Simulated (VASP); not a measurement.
Wanted: the native input for a VASP 6.6.1 run.

* Task: single point
* Functional: PBE
* Potentials or basis: VASP PAW PBE potentials, release 64 (Sc_sv, Pt, S)
* Cutoff: 520 eV
* k mesh: 6 × 6 × 4
* Occupations: gaussian, width 0.1 eV
* Spin: no spin polarisation
* Dipole correction: no
* Further INCAR settings: ALGO = Normal; EDIFF = 1e-07; NBANDS = 32

The structure of ScPt3S lies in POSCAR:

```
ScPt3S
1.0
    4.2542219800      0.0000000000      0.0000000000
   -2.1271109900      3.6842643000      0.0000000000
    0.0000000000      0.0000000000      5.2520295000
Sc Pt S
1 3 1
Direct
    0.3333333300      0.6666666700      0.5000000000
    0.0000000000      0.0000000000      0.7552470000
    0.0000000000      0.0000000000      0.2447530000
    0.6666666700      0.3333333300      0.5000000000
    0.6666666700      0.3333333300      0.0000000000
```

These files were run (other wordings do the same):

INCAR

```
SYSTEM = ScPt3S
PREC     = Accurate       ! precision mode
ENCUT    = 520            ! plane-wave cutoff, eV
EDIFF    = 1E-7           ! SCF threshold, eV
ISMEAR   = 0              ! smearing method
SIGMA    = 0.1            ! smearing width, eV
LREAL    = .False.        ! projectors in reciprocal space
LASPH    = .True.         ! aspherical terms in the spheres
NELM     = 80             ! most SCF steps
ALGO     = Normal         ! electronic algorithm
ISIF     = 2              ! what is computed and relaxed
LWAVE    = .False.        ! write WAVECAR
LCHARG   = .True.         ! write CHGCAR
GGA      = PE             ! functional
LELF     = .True.         ! ELF
LVHAR    = .True.       
NBANDS   = 32             ! bands
```

KPOINTS

```
Automatic mesh
0
Gamma
  6 6 4
  0 0 0
```

Potentials or basis: VASP PAW PBE potentials, release 64 (Sc_sv, Pt, S).

The run is started by

```console
$ cat potpaw_PBE.64/Sc_sv/POTCAR potpaw_PBE.64/Pt/POTCAR potpaw_PBE.64/S/POTCAR > POTCAR
$ mpirun -np 1 vasp_std > vasp.out
```

Results of the run:

```json
{
 "Pressure": "21.0 GPa",
 "Largest force": "0.043 eV/Å"
}
```

It took 38 s on 1 thread of AMD EPYC 9R45 96-Core Processor (Zen 5) (shared host), peak memory 0.19 GiB.
